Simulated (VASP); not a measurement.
# Ge in VASP: notebook

Ge is run at these levels: r2SCAN, PBE; tasks: electric field gradients.

Program: VASP 6.6.1. These are calculated values, not measurements. Logs are shortened: lines on timing, memory, paths and dates and some standing lists are left out, and cuts for length are marked.

**Experimental background.**

From “Electronic and optical properties of SixGe1-x-ySny alloys lattice-matched to Ge”, 2021, arxiv:2109.02782, for a bulk crystal of Ge at 300 K: band gap 0.807 eV (direct).

The results are compared with them further down.

**1. The cell of the first run**

Symmetry: Fd-3m, No. 227, cubic system. Conventional cell: a = 5.658 Å, b = 5.658 Å, c = 5.658 Å, α = 90.00°, β = 90.00°, γ = 90.00°. Ge (site symmetry -43m) has 4 Ge at 2.45 Å within 3.2 Å.

**2. Electric field gradients, r2SCAN**

Contents of POSCAR:

```
Ge
1.0
    0.0000000000      2.8287700000      2.8287700000
    2.8287700000      0.0000000000      2.8287700000
    2.8287700000      2.8287700000      0.0000000000
Ge
2
Direct
    0.5000000000      0.5000000000      0.5000000000
    0.7500000000      0.7500000000      0.7500000000
```

Contents of INCAR.step1:

```
PREC = Accurate ; ENCUT = 520
ISMEAR = -1 ; SIGMA = 0.05
LREAL = False ; LASPH = True
NELM = 100 ; NBANDS = 21
GGA = PE ; ALGO = Normal
EDIFF = 1E-4 ; LWAVE = True
LCHARG = False
```

Contents of INCAR.step2:

```
PREC = Accurate ; ENCUT = 520
EDIFF = 1E-8 ; ISMEAR = -1
SIGMA = 0.05 ; LREAL = False
LASPH = True ; NELM = 100
ALGO = Normal ; ISIF = 2
LWAVE = False ; LCHARG = False
METAGGA = R2SCAN ; LMIXTAU = True
LEFG = True ; NBANDS = 21
ISTART = 1
```

Contents of KPOINTS:

```
Automatic mesh
0
Gamma
  10 10 10
```

Potentials or basis: VASP PAW PBE potentials, release 64 (Ge_d).

Run with:

```sh
$ cat potpaw_PBE.64/Ge_d/POTCAR > POTCAR
$ cp INCAR.step1 INCAR
$ mpirun -np 1 vasp_std > vasp.out
$ cp INCAR.step2 INCAR
$ mpirun -np 1 vasp_std > vasp.out
```

OUTCAR:

```text
PREC = Accurate
   ENCUT = 520
   EDIFF = 1E-8
   ISMEAR = -1
   LREAL = False
   LASPH = True
   NELM = 100
   ISIF = 2
   METAGGA = R2SCAN
   ISTART = 1

 ion  position               nearest neighbor table
   1  0.500  0.500  0.500-   2 2.45   2 2.45   2 2.45   2 2.45
   2  0.750  0.750  0.750-   1 2.45   1 2.45   1 2.45   1 2.45

  LATTYP: Found a face centered cubic cell.
 ALAT       =     5.6575400000

  Lattice vectors:

 A1 = (   0.0000000000,   2.8287700000,   2.8287700000)
 A2 = (   2.8287700000,   0.0000000000,   2.8287700000)
 A3 = (   2.8287700000,   2.8287700000,   0.0000000000)

Analysis of symmetry for initial positions (statically):
=====================================================================
 Subroutine PRICEL returns:
 Original cell was already a primitive cell.

 Routine SETGRP: Setting up the symmetry group for a
 face centered cubic supercell.

 Subroutine GETGRP returns: Found 48 space group operations
 (whereof 24 operations were pure point group operations)
 out of a pool of 48 trial point group operations.

The static configuration has the point symmetry T_d .
 The point group associated with its full space group is O_h .

Analysis of symmetry for dynamics (positions and initial velocities):
=====================================================================
 Subroutine PRICEL returns:
 Original cell was already a primitive cell.

 Routine SETGRP: Setting up the symmetry group for a
 face centered cubic supercell.

 Subroutine GETGRP returns: Found 48 space group operations
 (whereof 24 operations were pure point group operations)
 out of a pool of 48 trial point group operations.

The dynamic configuration has the point symmetry T_d .
 The point group associated with its full space group is O_h .

 Subroutine INISYM returns: Found 48 space group operations
 (whereof 24 operations are pure point group operations),
 and found     1 'primitive' translations

----------------------------------------------------------------------------------------

                                     Primitive cell

  volume of cell :      45.2713

  direct lattice vectors                    reciprocal lattice vectors
     0.000000000  2.828770000  2.828770000    -0.176755268  0.176755268  0.176755268
     2.828770000  0.000000000  2.828770000     0.176755268 -0.176755268  0.176755268
     2.828770000  2.828770000  0.000000000     0.176755268  0.176755268 -0.176755268

[... 114 lines left out ...]
 non-spin polarized calculation
  energy-cutoff  :      520.00
  volume of cell :       45.27
 maximum number of plane-waves:      1243
 NGX is ok and might be reduce to    30
   NGX = 15   NGY = 15   NGZ = 15

 number of electron      28.0000022 magnetization

 Free energy of the ion-electron system (eV)
  ---------------------------------------------------
  ext. energy  EPLUGINS =         0.00000000
  ---------------------------------------------------
  free energy    TOTEN  =       -27.74148516 eV

  energy without entropy =      -27.74141958  energy(sigma->0) =      -27.74145237

 E-fermi :   5.0024     XC(G=0): -10.8202

 val. band max:        4.8027282172   @ k =   0.0000   0.0000   0.0000
 cond. band min:       5.2078929237   @ k =   0.0000   0.0000   0.0000
 fundamental gap:      0.4051647065
 Fermi energy:         5.0024413128

 k-point     1 :       0.0000    0.0000    0.0000
  band No.  band energies     occupation
      1     -20.6925      2.00000
      2     -20.6925      2.00000
      3     -20.6924      2.00000
      4     -20.6530      2.00000
      5     -20.6530      2.00000
      6     -20.4354      2.00000
[... 565 lines left out ...]
     20      17.1568      0.00000
     21      17.1647      0.00000

 [... further k-points ...]
[... 5 lines left out ...]
  --------------------------------------------------------------------------------------
  -------------------------------------------------------------------------------------
  Total        0.1979751      0.1979751      0.1979751      0.0000000      0.0000000      0.0000000
  in kB        7.0064527      7.0064527      7.0064527      0.0000000      0.0000000      0.0000000
  external PRESSURE =       7.0064527 kB  Pullay stress =       0.0000000 kB

 VOLUME and BASIS-vectors are now :
 -----------------------------------------------------------------------------
  energy-cutoff  :      520.00
  volume of cell :       45.27
      direct lattice vectors                 reciprocal lattice vectors
     0.000000000  2.828770000  2.828770000    -0.176755268  0.176755268  0.176755268
     2.828770000  0.000000000  2.828770000     0.176755268 -0.176755268  0.176755268
     2.828770000  2.828770000  0.000000000     0.176755268  0.176755268 -0.176755268

 POSITION                                       TOTAL-FORCE (eV/Angst)
 -----------------------------------------------------------------------------------
      2.82877      2.82877      2.82877        -0.000000     -0.000000      0.000000
      4.24315      4.24315      4.24315         0.000000      0.000000     -0.000000
 -----------------------------------------------------------------------------------
    total drift:                                0.000000     -0.000000     -0.000000

  FREE ENERGIE OF THE ION-ELECTRON SYSTEM (eV)
  ---------------------------------------------------
  free  energy   TOTEN  =       -27.7414851580 eV

  energy  without entropy=      -27.7414195849  energy(sigma->0) =      -27.74145237

 Electric field gradients (V/A^2)
---------------------------------------------------------------------
 ion       V_xx      V_yy      V_zz      V_xy      V_xz      V_yz
---------------------------------------------------------------------
   1      -0.000     0.000     0.000     0.004     0.004     0.004
   2      -0.000     0.000     0.000     0.004     0.004     0.004
---------------------------------------------------------------------

 Electric field gradients after diagonalization (V/A^2)
 (convention: |V_zz| > |V_xx| > |V_yy|)
----------------------------------------------------------------------
 ion       V_xx      V_yy      V_zz     asymmetry (V_yy - V_xx)/ V_zz
----------------------------------------------------------------------
   1      -0.004    -0.004     0.007       0.000
   2      -0.004    -0.004     0.007       0.000
----------------------------------------------------------------------

           NMR quadrupolar parameters

 Cq : quadrupolar parameter    Cq=e*Q*V_zz/h
 eta: asymmetry parameters     (V_yy - V_xx)/ V_zz
 Q  : nuclear electric quadrupole moment in mb (millibarn)
----------------------------------------------------------------------
 ion       Cq(MHz)       eta       Q (mb)
----------------------------------------------------------------------
   1       0.000       0.000       1.000
   2       0.000       0.000       1.000
----------------------------------------------------------------------
```

OUTCAR.step1:

```text
PREC = Accurate
   ENCUT = 520
   ISMEAR = -1
   LREAL = False
   LASPH = True
[... 799 lines left out ...]
      2.82877      2.82877      2.82877        -0.000000     -0.000000     -0.000000
      4.24315      4.24315      4.24315         0.000000      0.000000      0.000000
 -----------------------------------------------------------------------------------
    total drift:                                0.000000     -0.000000     -0.000000

  FREE ENERGIE OF THE ION-ELECTRON SYSTEM (eV)
  ---------------------------------------------------
  free  energy   TOTEN  =        -9.0066736011 eV

  energy  without entropy=       -9.0062173535  energy(sigma->0) =       -9.00644548
```

Wall time 89 s (1 thread of Intel Xeon 6975P-C (Granite Rapids), shared host); peak memory 0.18 GiB.

Results:

- Free energy: -27.7415 eV
- Pressure: 0.7 GPa
- Band gap on the k mesh: 0.41 eV, direct

Levels at points of the mesh, in eV from the valence-band top:
```
           k point  band 12  band 13  band 14  band 15  band 16  band 17
(0.00, 0.00, 0.00)     0.00     0.00     0.00     0.41     2.71     2.71
(0.50, 0.00, 0.00)    -7.87    -1.48    -1.48     0.44     4.00     4.00
(0.50, 0.50, 0.00)    -9.22    -3.23    -3.23     0.97     0.97    10.11
```

Caveat: without QUAD_EFG the Cq values of the log hold for a quadrupole moment of 1 mb, not for the nuclei; the PAW data sets were made with another functional, which shifts forces and pressure a little.

**3. Electric field gradients, PBE (atom 1 (Ge) moved by [0.0, 0.0, 0.03] A)**

Contents of INCAR:

```
SYSTEM = Ge
  PREC = Accurate
  ENCUT = 520
  EDIFF = 1E-8
  ISMEAR = -1
  SIGMA = 0.05
  LREAL = .False.
  LASPH = .True.
  NELM = 80
  ALGO = Normal
  ISIF = 2
  LWAVE = .False.
  LCHARG = .False.
  GGA = PE
  LEFG = .True.
  NBANDS = 21
```

Contents of KPOINTS:

```
regular mesh
0
Gamma
  10 10 10
  0 0 0
```

Changes to POSCAR since step 2:

```diff
@@ -8,3 +8,3 @@
 Direct
-    0.5000000000      0.5000000000      0.5000000000
+    0.5053026580      0.5053026580      0.4946973420
     0.7500000000      0.7500000000      0.7500000000
```

Potentials or basis: VASP PAW PBE potentials, release 64 (Ge_d).

Run with:

```sh
$ cat potpaw_PBE.64/Ge_d/POTCAR > POTCAR
$ mpirun -np 1 vasp_std > vasp.out
```

OUTCAR:

```text
SYSTEM = Ge
   PREC = Accurate
   ENCUT = 520
   EDIFF = 1E-8
   ISMEAR = -1
   LREAL = .False.
   LASPH = .True.
   NELM = 80
   ISIF = 2
   GGA = PE

 ion  position               nearest neighbor table
   1  0.505  0.505  0.495-   2 2.43   2 2.43   2 2.47   2 2.47
   2  0.750  0.750  0.750-   1 2.43   1 2.43   1 2.47   1 2.47

  LATTYP: Found a face centered cubic cell.
 ALAT       =     5.6575400000

  Lattice vectors:

 A1 = (   0.0000000000,   2.8287700000,   2.8287700000)
 A2 = (   2.8287700000,   0.0000000000,   2.8287700000)
 A3 = (   2.8287700000,   2.8287700000,   0.0000000000)

Analysis of symmetry for initial positions (statically):
=====================================================================
 Subroutine PRICEL returns:
 Original cell was already a primitive cell.

 Routine SETGRP: Setting up the symmetry group for a
 face centered cubic supercell.

 Subroutine GETGRP returns: Found  8 space group operations
 (whereof  4 operations were pure point group operations)
 out of a pool of 48 trial point group operations.

The static configuration has the point symmetry C_2v.
 The point group associated with its full space group is D_2h.

Analysis of symmetry for dynamics (positions and initial velocities):
=====================================================================
 Subroutine PRICEL returns:
 Original cell was already a primitive cell.

 Routine SETGRP: Setting up the symmetry group for a
 face centered cubic supercell.

 Subroutine GETGRP returns: Found  8 space group operations
 (whereof  4 operations were pure point group operations)
 out of a pool of 48 trial point group operations.

The dynamic configuration has the point symmetry C_2v.
 The point group associated with its full space group is D_2h.

 Subroutine INISYM returns: Found  8 space group operations
 (whereof  4 operations are pure point group operations),
 and found     1 'primitive' translations

----------------------------------------------------------------------------------------

                                     Primitive cell

  volume of cell :      45.2713

  direct lattice vectors                    reciprocal lattice vectors
     0.000000000  2.828770000  2.828770000    -0.176755268  0.176755268  0.176755268
     2.828770000  0.000000000  2.828770000     0.176755268 -0.176755268  0.176755268
     2.828770000  2.828770000  0.000000000     0.176755268  0.176755268 -0.176755268

  length of vectors
     4.000484899  4.000484899  4.000484899     0.306149105  0.306149105  0.306149105

  position of ions in fractional coordinates (direct lattice)
     0.505302658  0.505302658  0.494697342
     0.750000000  0.750000000  0.750000000

  ion indices of the primitive-cell ions
   primitive index   ion index
                 1           1
                 2           2

----------------------------------------------------------------------------------------

 KPOINTS: regular mesh

[... 66 lines left out ...]
   NELM   =     80;   NELMIN=  2; NELMDL= -5     # of ELM steps
   EDIFF  = 0.1E-07   stopping-criterion for ELM
   LREAL  =      F    real-space projection
   EDIFFG = 0.1E-06   stopping-criterion for IOM
   NSW    =      0    number of steps for IOM
   IBRION =     -1    ionic relax: 0-MD 1-quasi-New 2-CG
   NFREE  =      0    steps in history (QN), initial steepest desc. (CG)
   ISIF   =      2    stress and relaxation
   ISYM   =      2    0-nonsym 1-usesym 2-fastsym
   POTIM  = 0.5000    time-step for ionic-motion
   TEBEG  =    0.0;   TEEND  =   0.0 temperature during run
   PSTRESS=    0.0 pullay stress
   NELECT =      28.0000    total number of electrons
   NUPDOWN=      -1.0000    fix difference up-down
   EMIN   =  10.00;   EMAX   =-10.00  energy-range for DOS
   EFERMI =   0.00;   METHOD = LEGACY
   ISMEAR =    -1;   SIGMA  =   0.05  broadening in eV -4-tet -1-fermi 0-gaus
   EFERMI_NEDOS =   21; number of points for ismear=-14 and -15
   IALGO  =     38    algorithm
   IMIX   =      4    mixing-type and parameters
     AMIX     =   0.40;   BMIX     =  1.00
     AMIX_MAG =   1.60;   BMIX_MAG =  1.00
  volume/ion in A,a.u.               =      22.64       152.75
  Fermi-wavevector in a.u.,A,eV,Ry     =   1.394825  2.635838 26.470653  1.945538
  Thomas-Fermi vector in A             =   2.518337
   LORBIT       =      0    0 simple, 1 ext, 2 COOP (PROOUT), +10 PAW based schemes
   GGA     = PE    functional components
   LHFCALC =     F    Hartree Fock is set to
   AEXX    =    0.0000 exact exchange contribution
   IVDW    =     0    specifies the selected vdW correction
   LEPSILON=     F    determine dielectric tensor
   LRPA    =     F    only Hartree local field effects (RPA)
 non-spin polarized calculation
  energy-cutoff  :      520.00
  volume of cell :       45.27
 maximum number of plane-waves:      1243
 NGX is ok and might be reduce to    30
   NGX = 15   NGY = 15   NGZ = 15

 number of electron      28.0000006 magnetization

 Free energy of the ion-electron system (eV)
  ---------------------------------------------------
  ext. energy  EPLUGINS =         0.00000000
  ---------------------------------------------------
  free energy    TOTEN  =        -9.00154315 eV

  energy without entropy =       -9.00103891  energy(sigma->0) =       -9.00129103

 E-fermi :   5.0591     XC(G=0):  -9.9254

 val. band max:        5.0294987169   @ k =   0.0000   0.0000   0.0000
 cond. band min:       5.1329533035   @ k =   0.5000   0.0000   0.0000
 fundamental gap:      0.1034545866
 Fermi energy:         5.0591301752

 k-point     1 :       0.0000    0.0000    0.0000
  band No.  band energies     occupation
      1     -19.8289      2.00000
      2     -19.8231      2.00000
      3     -19.8158      2.00000
      4     -19.7866      2.00000
      5     -19.7861      2.00000
      6     -19.5794      2.00000
[... 565 lines left out ...]
     20      14.6351      0.00000
     21      15.4237      0.00000

 [... further k-points ...]
[... 5 lines left out ...]
  --------------------------------------------------------------------------------------
  -------------------------------------------------------------------------------------
  Total        1.0293199      1.0293199      1.0215666      0.2775900      0.0000000      0.0000000
  in kB       36.4282264     36.4282264     36.1538337      9.8240701      0.0000000      0.0000000
  external PRESSURE =      36.3367622 kB  Pullay stress =       0.0000000 kB

 VOLUME and BASIS-vectors are now :
 -----------------------------------------------------------------------------
  energy-cutoff  :      520.00
  volume of cell :       45.27
      direct lattice vectors                 reciprocal lattice vectors
     0.000000000  2.828770000  2.828770000    -0.176755268  0.176755268  0.176755268
     2.828770000  0.000000000  2.828770000     0.176755268 -0.176755268  0.176755268
     2.828770000  2.828770000  0.000000000     0.176755268  0.176755268 -0.176755268

 POSITION                                       TOTAL-FORCE (eV/Angst)
 -----------------------------------------------------------------------------------
      2.82877      2.82877      2.85877         0.000000      0.000000     -0.341830
      4.24315      4.24315      4.24315        -0.000000     -0.000000      0.341830
 -----------------------------------------------------------------------------------
    total drift:                               -0.000003     -0.000003      0.000086

  FREE ENERGIE OF THE ION-ELECTRON SYSTEM (eV)
  ---------------------------------------------------
  free  energy   TOTEN  =        -9.0015431490 eV

  energy  without entropy=       -9.0010389117  energy(sigma->0) =       -9.00129103

 Electric field gradients (V/A^2)
---------------------------------------------------------------------
 ion       V_xx      V_yy      V_zz      V_xy      V_xz      V_yz
---------------------------------------------------------------------
   1       0.000     0.000    -0.000    -5.416     0.004     0.004
   2      -0.000    -0.000     0.000    -5.416     0.003     0.003
---------------------------------------------------------------------

 Electric field gradients after diagonalization (V/A^2)
 (convention: |V_zz| > |V_xx| > |V_yy|)
----------------------------------------------------------------------
 ion       V_xx      V_yy      V_zz     asymmetry (V_yy - V_xx)/ V_zz
----------------------------------------------------------------------
   1      -5.416    -0.000     5.416       1.000
   2       5.416     0.000    -5.416       1.000
----------------------------------------------------------------------

           NMR quadrupolar parameters

 Cq : quadrupolar parameter    Cq=e*Q*V_zz/h
 eta: asymmetry parameters     (V_yy - V_xx)/ V_zz
 Q  : nuclear electric quadrupole moment in mb (millibarn)
----------------------------------------------------------------------
 ion       Cq(MHz)       eta       Q (mb)
----------------------------------------------------------------------
   1       0.013       1.000       1.000
   2      -0.013       1.000       1.000
----------------------------------------------------------------------
```

stdout:

```text
POSCAR found type information on POSCAR Ge
 POSCAR found :  1 types and       2 ions
 scaLAPACK will be used
 LDA part: xc-table for (Slater+PW92), standard interpolation
 POSCAR, INCAR and KPOINTS ok, starting setup
 FFT: planning ... GRIDC
 FFT: planning ... GRID_SOFT
 FFT: planning ... GRID
 WAVECAR not read
 entering main loop
ion   1

ion   2
```

It took 3 min on 1 thread of Intel Xeon Platinum 8175M at 2.50GHz (Skylake/Cascade Lake), shared host; peak memory 0.26 GiB.

What came out:

```yaml
Free_energy: -9.0015 eV
Pressure: 3.6 GPa
Largest_force: 0.342 eV/Å
Band_gap_on_the_k_mesh: 0.10 eV, indirect (the least direct gap lies 1.4 meV higher)
```

Forces in eV/Å, atoms in the order of the input:
```
Ge   0.000  0.000 -0.342
Ge   0.000  0.000  0.342
```

Stress tensor (GPa, compression positive):
```
3.64 0.98 0.00
0.98 3.64 0.00
0.00 0.00 3.62
```

Electric field gradients, principal values (V/Å²):
| atom | least | middle | greatest (by size) |
| --- | --- | --- | --- |
| 1 Ge | 0.000 | -5.416 | 5.416 |
| 2 Ge | 0.000 | -5.416 | 5.416 |

Caveat: the cell differs from its parent crystal (atom 1 (Ge) moved by [0.0, 0.0, 0.03] A); without QUAD_EFG the Cq values of the log hold for a quadrupole moment of 1 mb, not for the nuclei.

(Continued in part 2 of 2.)
